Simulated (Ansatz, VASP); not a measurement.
# Two plane-wave programs on VO2

```xyz
6
Lattice="4.5546 0.0000 0.0000 0.0000 4.5546 0.0000 0.0000 0.0000 2.7957" Properties=species:S:1:pos:R:3 pbc="T T T"
V     0.0000    0.0000    0.0000
V     2.2773    2.2773    1.3979
O     1.3597    1.3597    0.0000
O     0.9176    3.6370    1.3979
O     3.1949    3.1949    0.0000
O     3.6370    0.9176    1.3979
```

Change from the starting cell: z stretched by -2 %, ions relaxed.

Alike in both runs: functional PBE; k mesh 10 × 10 × 16; occupations fermi-dirac, width 0.05 eV; collinear spin.

Ansatz relaxed the structure, and its values are those at the end. VASP's run is a single point on that final structure, the one shown.

```csv
,VASP,Ansatz
version,VASP 6.6.1,Ansatz 0.2.0
potentials or method,"VASP PAW PBE potentials, release 64 (V_sv, O)","plane-wave PAW, scalar-relativistic"
plane-wave cutoff (eV),600,420
valence electrons in the cell,50,50
```

Ansatz gave:

| Property | Result |
| --- | --- |
| pressure (GPa) | 6.9 |
| rms of the force components (eV/Å) | 0.001 |
| net moment per atom (μB) | 0.33 |
| size of the moment on the site where the two differ most (μB) | 0.81 |

**Question.** Estimate VASP's values.

**Answer.** Pressure (GPa): 7.6; rms of the force components (eV/Å): 0.015; net moment per atom (μB): 0.33; size of the moment on the site where the two differ most (μB): 1.03.

Site moments also hang on the region over which each program counts them. Ansatz's warnings: stress scf threshold loose.
